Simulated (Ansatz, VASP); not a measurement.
Ge in VASP and in Ansatz

INCAR

```
ALGO     = Normal         # electronic algorithm
EDIFF    = 1E-6           # SCF threshold, eV
ENCUT    = 520            # plane-wave cutoff, eV
GGA      = CA             # functional
ISIF     = 2              # what is computed and relaxed
ISMEAR   = 0              # smearing method
LASPH    = T              # aspherical terms in the spheres
LCHARG   = F              # write CHGCAR
LREAL    = F              # projectors in reciprocal space
LWAVE    = F              # write WAVECAR
NBANDS   = 21             # bands
NELM     = 100            # most SCF steps
PREC     = Accurate       # precision mode
SIGMA    = 0.01           # smearing width, eV
```

The input KPOINTS:

```
k-points
0
Gamma
  12 12 12
```

The input POSCAR:

```
Ge
1.0
    0.0000000000      2.8108598683      2.8108598683
    2.8108598683      0.0000000000      2.8108598683
    2.8108598683      2.8108598683      0.0000000000
Ge
2
Direct
    0.0000000000      0.0000000000      0.0000000000
    0.2500000000      0.2500000000      0.2500000000
```

Input for Ansatz:

```yaml
crystal:
  lattice:
    - [0.0, 2.8108598683, 2.8108598683]
    - [2.8108598683, 0.0, 2.8108598683]
    - [2.8108598683, 2.8108598683, 0.0]
  atoms:
    - { symbol: Ge, position: [0.0, 0.0, 0.0] }
    - { symbol: Ge, position: [0.25, 0.25, 0.25] }
basis:
  ecutwfc: 420
kpoints:
  mp_grid: { grid: [12, 12, 12] }
  band_path:
    path:
      - [0.0, 0.0, 0.0]
      - [0.0, 0.0, 0.0]
      - [0.405286472, 0.405286472, 0.0]
      - [0.5, 0.5, 0.5]
      - [0.0053683469, 0.0053683469, 0.0]
      - [-0.0053683469, -0.0053683469, 0.0]
      - [0.0061988331, 0.0061988331, 0.0061988331]
      - [-0.0061988331, -0.0061988331, -0.0061988331]
      - [0.0053683469, 0.0053683469, 0.0]
      - [-0.0053683469, -0.0053683469, 0.0]
      - [0.4106548189, 0.4106548189, 0.0]
      - [0.3999181251, 0.3999181251, 0.0]
      - [0.405286472, 0.4106548189, 0.0053683469]
      - [0.405286472, 0.3999181251, -0.0053683469]
      - [0.5061988331, 0.5061988331, 0.5061988331]
      - [0.4938011669, 0.4938011669, 0.4938011669]
      - [0.4962040055, 0.5037959945, 0.5]
      - [0.5037959945, 0.4962040055, 0.5]
    npoints: 1
hamiltonian:
  xc: lda
scf:
  occupations: { method: gaussian, width: 0.01 }
  n_extra_bands: 5
output:
  forces: true
  stress: true
  eigenvalues: true
```

Alike in both runs: task single point; functional LDA; k mesh 12 × 12 × 12; occupations gaussian, width 0.01 eV; no spin polarisation.

|  | VASP | Ansatz |
| --- | --- | --- |
| version | VASP 6.6.1 | Ansatz 0.2.0 |
| potentials or method | VASP PAW LDA potentials, release 64 (Ge_d), cutoff 520 eV | scalar-relativistic, plane waves, PAW |
| valence electrons in the cell | 28 | 28 |

|  | VASP | Ansatz | Ansatz less VASP |
| --- | --- | --- | --- |
| pressure (GPa) | 0.2 | 0.0 | -0.17 |

LDA's correlation is that of Perdew and Zunger in VASP and of Perdew and Wang (1992) in Ansatz.
